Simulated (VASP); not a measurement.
# Eu3AlGa (Pm-3m) in VASP: single point with PBE

Aim: the single point of Eu3AlGa with PBE.

Program: VASP 6.6.1. These are calculated values, not measurements. Logs are shortened: lines on timing, memory, paths and dates and some standing lists are left out, and cuts for length are marked.

**1. The cell of the first run**

The structure is cubic, space group Pm-3m (No. 221). Conventional cell: a = 5.061 Å, b = 5.061 Å, c = 5.061 Å, α = 90.00°, β = 90.00°, γ = 90.00°. Eu (site symmetry 4/mmm) has 2 Ga at 2.53 Å within 3.3 Å. Al (site symmetry m-3m) has 12 Eu at 3.58 Å and 8 Ga at 4.38 Å within 4.7 Å. Within 3.3 Å of Ga (site symmetry m-3m) lie 6 Eu at 2.53 Å.

The cell was built from a structure type or drawn by symmetry, and may not be a known phase.

**2. Single point, PBE, collinear spin, ferromagnetic start**

INCAR reads:

```
SYSTEM = Eu3AlGa
ALGO     = Normal         ! electronic algorithm
EDIFF    = 1E-6           ! SCF threshold, eV
ENCUT    = 520            ! plane-wave cutoff, eV
GGA      = PE             ! functional
ISIF     = 2              ! what is computed and relaxed
ISMEAR   = 0              ! smearing method
ISPIN    = 2              ! spin polarisation
LASPH    = .True.         ! aspherical terms in the spheres
LCHARG   = .False.        ! write CHGCAR
LMAXMIX  = 6              ! l up to which the mixer works
LORBIT   = 11             ! projections on sites
LREAL    = .False.        ! projectors in reciprocal space
LWAVE    = .False.        ! write WAVECAR
MAGMOM   = 7 7 7 0 0      ! initial moments
NBANDS   = 46             ! bands
NELM     = 150            ! most SCF steps
PREC     = Accurate       ! precision mode
SIGMA    = 0.1            ! smearing width, eV
```

KPOINTS reads:

```
k-points
0
Gamma
  4 4 4
  0 0 0
```

POSCAR reads:

```
Eu3AlGa
1.0
    5.0608941300      0.0000000000      0.0000000000
    0.0000000000      5.0608941300      0.0000000000
    0.0000000000      0.0000000000      5.0608941300
Eu Al Ga
3 1 1
Direct
    0.0000000000      0.5000000000      0.5000000000
    0.5000000000      0.0000000000      0.5000000000
    0.5000000000      0.5000000000      0.0000000000
    0.0000000000      0.0000000000      0.0000000000
    0.5000000000      0.5000000000      0.5000000000
```

Potentials or basis: VASP PAW PBE potentials, release 64 (Eu, Al, Ga_d).

Launch:

```console
> cat potpaw_PBE.64/Eu/POTCAR potpaw_PBE.64/Al/POTCAR potpaw_PBE.64/Ga_d/POTCAR > POTCAR
> mpirun -np 1 vasp_std > vasp.out
```

OUTCAR:

```text
SYSTEM = Eu3AlGa
   EDIFF = 1E-6
   ENCUT = 520
   GGA = PE
   ISIF = 2
   ISMEAR = 0
   ISPIN = 2
   LASPH = .True.
   LORBIT = 11
   LREAL = .False.
   NELM = 150
   PREC = Accurate

 ion  position               nearest neighbor table
   1  0.000  0.500  0.500-   5 2.53   5 2.53
   2  0.500  0.000  0.500-   5 2.53   5 2.53
   3  0.500  0.500  0.000-   5 2.53   5 2.53
   4  0.000  0.000  0.000-
   5  0.500  0.500  0.500-   1 2.53   2 2.53   3 2.53   3 2.53   2 2.53   1 2.53

  LATTYP: Found a simple cubic cell.
 ALAT       =     5.0608941300

  Lattice vectors:

 A1 = (   5.0608941300,   0.0000000000,   0.0000000000)
 A2 = (   0.0000000000,   5.0608941300,   0.0000000000)
 A3 = (   0.0000000000,   0.0000000000,   5.0608941300)

Analysis of symmetry for initial positions (statically):
=====================================================================
 Subroutine PRICEL returns:
 Original cell was already a primitive cell.

 Routine SETGRP: Setting up the symmetry group for a
 simple cubic supercell.

 Subroutine GETGRP returns: Found 48 space group operations
 (whereof 48 operations were pure point group operations)
 out of a pool of 48 trial point group operations.

The static configuration has the point symmetry O_h .

Analysis of symmetry for dynamics (positions and initial velocities):
=====================================================================
 Subroutine PRICEL returns:
 Original cell was already a primitive cell.

 Routine SETGRP: Setting up the symmetry group for a
 simple cubic supercell.

 Subroutine GETGRP returns: Found 48 space group operations
 (whereof 48 operations were pure point group operations)
 out of a pool of 48 trial point group operations.

The dynamic configuration has the point symmetry O_h .

Analysis of structural, dynamic, and magnetic symmetry:
=====================================================================
 Subroutine PRICEL returns:
 Original cell was already a primitive cell.

 Routine SETGRP: Setting up the symmetry group for a
 simple cubic supercell.

 Subroutine GETGRP returns: Found 48 space group operations
 (whereof 48 operations were pure point group operations)
 out of a pool of 48 trial point group operations.

The overall configuration has the point symmetry O_h .

 Subroutine INISYM returns: Found 48 space group operations
 (whereof 48 operations are pure point group operations),
 and found     1 'primitive' translations

----------------------------------------------------------------------------------------

                                     Primitive cell

  volume of cell :     129.6229

  direct lattice vectors                    reciprocal lattice vectors
     5.060894130  0.000000000  0.000000000     0.197593543  0.000000000  0.000000000
     0.000000000  5.060894130  0.000000000     0.000000000  0.197593543  0.000000000
     0.000000000  0.000000000  5.060894130     0.000000000  0.000000000  0.197593543

  length of vectors
     5.060894130  5.060894130  5.060894130     0.197593543  0.197593543  0.197593543

  position of ions in fractional coordinates (direct lattice)
     0.000000000  0.500000000  0.500000000
     0.500000000  0.000000000  0.500000000
     0.500000000  0.500000000  0.000000000
     0.000000000  0.000000000  0.000000000
     0.500000000  0.500000000  0.500000000

  ion indices of the primitive-cell ions
   primitive index   ion index
                 1           1
                 2           2
                 3           3
                 4           4
                 5           5

----------------------------------------------------------------------------------------

 KPOINTS: k-points

Automatic generation of k-mesh.
 Grid dimensions read from file:
 generate k-points for:    4    4    4

 Generating k-lattice:

  Cartesian coordinates                     Fractional coordinates (reciprocal lattice)
     0.049398386  0.000000000  0.000000000     0.250000000  0.000000000  0.000000000
     0.000000000  0.049398386  0.000000000     0.000000000  0.250000000  0.000000000
     0.000000000  0.000000000  0.049398386     0.000000000  0.000000000  0.250000000

  Length of vectors
     0.049398386  0.049398386  0.049398386

  Shift w.r.t. Gamma in fractional coordinates (k-lattice)
     0.000000000  0.000000000  0.000000000

 Subroutine IBZKPT returns following result:
 ===========================================

 Found     10 irreducible k-points:

 Following reciprocal coordinates:
            Coordinates               Weight
  0.000000  0.000000  0.000000      1.000000
  0.250000  0.000000  0.000000      6.000000
  0.500000  0.000000  0.000000      3.000000
  0.250000  0.250000  0.000000     12.000000
  0.500000  0.250000  0.000000     12.000000
  0.500000  0.500000  0.000000      3.000000
  0.250000  0.250000  0.250000      8.000000
  0.500000  0.250000  0.250000     12.000000
  0.500000  0.500000  0.250000      6.000000
  0.500000  0.500000  0.500000      1.000000
   k-points           NKPTS =     10   k-points in BZ     NKDIM =     10   number of bands    NBANDS=     46
   number of dos      NEDOS =    301   number of ions     NIONS =      5
   total plane-waves  NPLWV =  64000
   dimension x,y,z NGX =    40 NGY =   40 NGZ =   40
   dimension x,y,z NGXF=    80 NGYF=   80 NGZF=   80
   ions per type =               3   1   1
   NGX,Y,Z   is equivalent  to a cutoff of  13.14, 13.14, 13.14 a.u.
   NGXF,Y,Z  is equivalent  to a cutoff of  26.28, 26.28, 26.28 a.u.
 SYSTEM =  Eu3AlGa
   PREC   = accura    normal or accurate (medium, high low for compatibility)
   ISTART =      0    job   : 0-new  1-cont  2-samecut
   ICHARG =      2    charge: 1-file 2-atom 10-const
   ISPIN  =      2    spin polarized calculation?
   LNONCOLLINEAR =      F non collinear calculations
   LSORBIT =      F    spin-orbit coupling
   LASPH  =      T    aspherical Exc in radial PAW
   ENCUT  =  520.0 eV  38.22 Ry    6.18 a.u.   9.41  9.41  9.41*2*pi/ulx,y,z
   NELM   =    150;   NELMIN=  2; NELMDL= -5     # of ELM steps
   EDIFF  = 0.1E-05   stopping-criterion for ELM
   LREAL  =      F    real-space projection
   EDIFFG = 0.1E-04   stopping-criterion for IOM
   NSW    =      0    number of steps for IOM
   IBRION =     -1    ionic relax: 0-MD 1-quasi-New 2-CG
   NFREE  =      0    steps in history (QN), initial steepest desc. (CG)
   ISIF   =      2    stress and relaxation
   ISYM   =      2    0-nonsym 1-usesym 2-fastsym
   POTIM  = 0.5000    time-step for ionic-motion
   TEBEG  =    0.0;   TEEND  =   0.0 temperature during run
   PSTRESS=    0.0 pullay stress
   NELECT =      67.0000    total number of electrons
   NUPDOWN=      -1.0000    fix difference up-down
   EMIN   =  10.00;   EMAX   =-10.00  energy-range for DOS
   EFERMI =   0.00;   METHOD = LEGACY
   ISMEAR =     0;   SIGMA  =   0.10  broadening in eV -4-tet -1-fermi 0-gaus
   EFERMI_NEDOS =   21; number of points for ismear=-14 and -15
   IALGO  =     38    algorithm
   IMIX   =      4    mixing-type and parameters
     AMIX     =   0.40;   BMIX     =  1.00
     AMIX_MAG =   1.60;   BMIX_MAG =  1.00
  volume/ion in A,a.u.               =      25.92       174.95
  Fermi-wavevector in a.u.,A,eV,Ry     =   1.313830  2.482779 23.485687  1.726149
  Thomas-Fermi vector in A             =   2.444125
   LORBIT       =     11    0 simple, 1 ext, 2 COOP (PROOUT), +10 PAW based schemes
   GGA     = PE    functional components
   LHFCALC =     F    Hartree Fock is set to
   AEXX    =    0.0000 exact exchange contribution
   IVDW    =     0    specifies the selected vdW correction
   LEPSILON=     F    determine dielectric tensor
   LRPA    =     F    only Hartree local field effects (RPA)
 spin polarized calculation
 Gauss-broadening in eV      SIGMA  =   0.10
  energy-cutoff  :      520.00
  volume of cell :      129.62
 maximum number of plane-waves:      3532
 NGX is ok and might be reduce to    40
   NGX = 19   NGY = 19   NGZ = 19

 number of electron      67.0000034 magnetization      22.7440659

 Free energy of the ion-electron system (eV)
  ---------------------------------------------------
  ext. energy  EPLUGINS =         0.00000000
  ---------------------------------------------------
  free energy    TOTEN  =       -37.79119900 eV

  energy without entropy =      -37.73442585  energy(sigma->0) =      -37.76281243

 E-fermi :   3.7929     XC(G=0): -10.0965

 val. band max:        3.7887119893   @ k =   0.5000   0.5000   0.5000
 cond. band min:       3.7942523024   @ k =   0.5000   0.2500   0.0000
 fundamental gap:      0.0055403131
 Fermi energy:         3.7928717342

 spin component 1

 k-point     1 :       0.0000    0.0000    0.0000
  band No.  band energies     occupation
      1     -37.4818      1.00000
      2     -37.3706      1.00000
      3     -37.3706      1.00000
      4     -16.8111      1.00000
      5     -16.8111      1.00000
      6     -16.8111      1.00000
[... 469 lines left out ...]
     44       3.7887      0.52346
     45       3.7887      0.52346
 Fermi energy:         3.7928717342

 spin component 2

 k-point     1 :       0.0000    0.0000    0.0000
  band No.  band energies     occupation
      1     -34.3821      1.00000
      2     -34.2451      1.00000
      3     -34.2451      1.00000
      4     -14.6113      1.00000
      5     -14.6113      1.00000
      6     -14.6113      1.00000
[... 469 lines left out ...]
     44       8.2676      0.00000
     45       8.2768      0.00000
 [bands above 45 left out]

------------------------ aborting loop because EDIFF is reached ----------------------------------------

  FORCE on cell =-STRESS in cart. coord.  units (eV):
  Direction    XX          YY          ZZ          XY          YZ          ZX
  --------------------------------------------------------------------------------------
  -------------------------------------------------------------------------------------
  Total       14.5182194     14.5182194     14.5182194      0.0000000      0.0000000      0.0000000
  in kB      179.4494705    179.4494705    179.4494705      0.0000000      0.0000000      0.0000000
  external PRESSURE =     179.4494705 kB  Pullay stress =       0.0000000 kB

 VOLUME and BASIS-vectors are now :
 -----------------------------------------------------------------------------
  energy-cutoff  :      520.00
  volume of cell :      129.62
      direct lattice vectors                 reciprocal lattice vectors
     5.060894130  0.000000000  0.000000000     0.197593543  0.000000000  0.000000000
     0.000000000  5.060894130  0.000000000     0.000000000  0.197593543  0.000000000
     0.000000000  0.000000000  5.060894130     0.000000000  0.000000000  0.197593543

 POSITION                                       TOTAL-FORCE (eV/Angst)
 -----------------------------------------------------------------------------------
      0.00000      2.53045      2.53045         0.000000      0.000000      0.000000
      2.53045      0.00000      2.53045         0.000000      0.000000      0.000000
      2.53045      2.53045      0.00000         0.000000      0.000000      0.000000
      0.00000      0.00000      0.00000         0.000000      0.000000      0.000000
      2.53045      2.53045      2.53045         0.000000      0.000000      0.000000
 -----------------------------------------------------------------------------------
    total drift:                               -0.000000     -0.000000     -0.000000

  FREE ENERGIE OF THE ION-ELECTRON SYSTEM (eV)
  ---------------------------------------------------
  free  energy   TOTEN  =       -37.7911989964 eV

  energy  without entropy=      -37.7344258545  energy(sigma->0) =      -37.76281243

 total charge

# of ion       s       p       d       f       tot
--------------------------------------------------
    1        2.081   5.718   0.599   6.523  14.921
    2        2.081   5.718   0.599   6.523  14.921
    3        2.081   5.718   0.599   6.523  14.921
    4        0.453   0.295   0.000   0.000   0.749
    5        1.179   1.076   9.996   0.000  12.251
--------------------------------------------------
tot          7.875  18.525  11.792  19.570  57.762

 magnetization (x)

# of ion       s       p       d       f       tot
--------------------------------------------------
    1       -0.003  -0.060   0.256   6.490   6.683
    2       -0.003  -0.060   0.256   6.490   6.683
    3       -0.003  -0.060   0.256   6.490   6.683
    4       -0.019   0.055   0.000   0.000   0.036
    5       -0.017   0.190   0.062   0.000   0.235
--------------------------------------------------
tot         -0.044   0.065   0.828  19.471  20.320
```

Wall time 18 min (1 thread of Intel Xeon Platinum 8375C at 2.90GHz (Ice Lake), shared host); peak memory 0.37 GiB.

Results:

```yaml
Free_energy: -37.7912 eV
Pressure: 17.9 GPa
Net_moment: 22.74 μB per cell
Site_moments: Eu +6.68; Al +0.04; Ga +0.23 μB
Valence_electrons_inside_the_program's_atomic_spheres: Eu 14.92; Al 0.75; Ga 12.25
```

Caveat: the highest band is partly filled, so the run has too few bands; the cell stands under pressure; spin-orbit coupling is left out, which moves the levels of the heavy elements; semilocal functionals describe open f shells poorly, which spoils levels, moments and volumes. The state reached can hang on the start; a lower one may exist.
